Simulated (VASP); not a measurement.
Write the native input for VASP 6.6.1 that does the following.

```yaml
Task: single point
Functional: r2SCAN
Potentials_or_basis: VASP PAW PBE potentials, release 64 (Au)
Cutoff: 520 eV
k_mesh: 13 × 14 × 13
Occupations: methfessel-paxton, width 0.1 eV
Spin: no spin polarisation
Dipole_correction: no
Further_INCAR_settings: ALGO = Normal; EDIFF = 1e-06; NBANDS = 12
```

The system is Au.

```xyz
1
Lattice="2.8073 -0.0433 -0.0009 -0.0433 2.6635 -0.0241 -0.0009 -0.0241 2.7774" Properties=species:S:1:pos:R:3 pbc="T T T"
Au    1.3526    1.2546    1.3485
```

These files were run (other wordings do the same):

POSCAR

```
Au
1.0
    2.8073190000     -0.0433470000     -0.0008520000
   -0.0433470000      2.6634960000     -0.0240980000
   -0.0008520000     -0.0240980000      2.7774360000
Au
1
Direct
    0.4894220000      0.4834150000      0.4898520000
```

INCAR.step1

```
  ALGO = Normal
  EDIFF = 1E-4
  ENCUT = 520
  GGA = PE
  ISMEAR = 1
  LASPH = True
  LCHARG = False
  LREAL = False
  LWAVE = True
  NBANDS = 12
  NELM = 100
  PREC = Accurate
  SIGMA = 0.1
```

INCAR.step2

```
  ALGO = Normal
  EDIFF = 1E-6
  ENCUT = 520
  ISIF = 2
  ISMEAR = 1
  ISTART = 1
  LASPH = True
  LCHARG = False
  LMIXTAU = True
  LREAL = False
  LWAVE = False
  METAGGA = R2SCAN
  NBANDS = 12
  NELM = 100
  PREC = Accurate
  SIGMA = 0.1
```

KPOINTS

```
k-points
0
Gamma
  13 14 13
```

Potentials or basis: VASP PAW PBE potentials, release 64 (Au).

The run is started by

```bash
$ cat potpaw_PBE.64/Au/POTCAR > POTCAR
$ cp INCAR.step1 INCAR
$ mpirun -np 1 vasp_std > vasp.out
$ cp INCAR.step2 INCAR
$ mpirun -np 1 vasp_std > vasp.out
```

It gave:

The pressure is -2.5 GPa and the band gap on the k mesh is zero (an odd number of electrons rules out a gap without spin polarisation).

Caveat: the PAW data sets were made with another functional, which shifts forces and pressure a little; spin-orbit coupling is left out, which moves the levels of the heavy elements.

Wall time 13 min on 1 thread of Intel Xeon 8259CL (shared host), peak memory 0.38 GiB.
